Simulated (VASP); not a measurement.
Wanted: the native input for a VASP 6.6.1 run.

| Quantity | Value |
| --- | --- |
| Task | single point |
| Functional | PBE |
| Potentials or basis | VASP PAW PBE potentials, release 64 (Al, Ge_d, Ir) |
| Cutoff | 520 eV |
| k mesh | 4 × 4 × 4 |
| Occupations | gaussian, width 0.1 eV |
| Spin | no spin polarisation |
| Dipole correction | no |
| Further INCAR settings | ALGO = Fast; EDIFF = 1e-06; NBANDS = 30 |

The structure of AlGeIr3 lies in POSCAR:

```
AlGeIr3
1.0
    4.5146453858      0.0000000000      0.0000000000
    0.0000000000      4.5146453858      0.0000000000
    0.0000000000      0.0000000000      4.5146453858
Al Ge Ir
1 1 3
Direct
    0.0000000000      0.0000000000      0.0000000000
    0.5000000000      0.5000000000      0.5000000000
    0.5000000000      0.5000000000      0.0000000000
    0.5000000000      0.0000000000      0.5000000000
    0.0000000000      0.5000000000      0.5000000000
```

The cell was built from a structure type or drawn by symmetry, and may not be a known phase.

The input as run:

INCAR

```
SYSTEM = AlGeIr3
ALGO = Fast ; EDIFF = 1E-6
ENCUT = 520 ; GGA = PE
ISIF = 2 ; ISMEAR = 0
LASPH = .TRUE. ; LCHARG = .FALSE.
LREAL = .FALSE. ; LWAVE = .FALSE.
NBANDS = 30 ; NELM = 80
PREC = Accurate ; SIGMA = 0.1
```

KPOINTS

```
k-points
0
G
  4 4 4
  0 0 0
```

Potentials or basis: VASP PAW PBE potentials, release 64 (Al, Ge_d, Ir).

Run with:

```sh
$ cat potpaw_PBE.64/Al/POTCAR potpaw_PBE.64/Ge_d/POTCAR potpaw_PBE.64/Ir/POTCAR > POTCAR
$ mpirun -np 1 vasp_std > vasp.out
```

Results of the run:

The pressure is 1.1 GPa and the band gap on the k mesh is zero (bands 22 and 23 overlap by 0.11 eV).

Caveat: spin-orbit coupling is left out, which moves the levels of the heavy elements.

Wall time 45 s on 1 thread of Intel Xeon 8259CL (shared host), peak memory 0.21 GiB.
